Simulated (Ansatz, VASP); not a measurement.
One calculation of PbS, two programs

```xyz
2
Lattice="0.0000 3.0044 3.0044 3.0044 0.0000 3.0044 3.0044 3.0044 0.0000" Properties=species:S:1:pos:R:3 pbc="T T T"
Pb    0.0000    0.0000    0.0000
S     3.0044    3.0044    3.0044
```

Alike in both runs: functional PBE; k mesh 10 × 10 × 10; occupations gaussian, width 0.02 eV; no spin polarisation.

Ansatz relaxed the structure, and its values are those at the end. VASP's run is a single point on that final structure, the one shown.

|  | VASP | Ansatz |
| --- | --- | --- |
| version | VASP 6.6.1 | Ansatz 0.2.0 |
| potentials or method | VASP PAW PBE potentials, release 64 (Pb_d, S), cutoff 500 eV | scalar-relativistic, plane waves, PAW |
| valence electrons in the cell | 20 | 20 |

Ansatz gave:

| Quantity | Value |
| --- | --- |
| gap on the k mesh at the Fermi level (eV) | 0.49 |
| least direct gap on the mesh (eV) | 0.49 |
| pressure (GPa) | 0.0 |

Which values does VASP return?

gap on the k mesh at the Fermi level (eV): 0.50; least direct gap on the mesh (eV): 0.50; pressure (GPa): -0.1.

Spin-orbit coupling is off throughout.
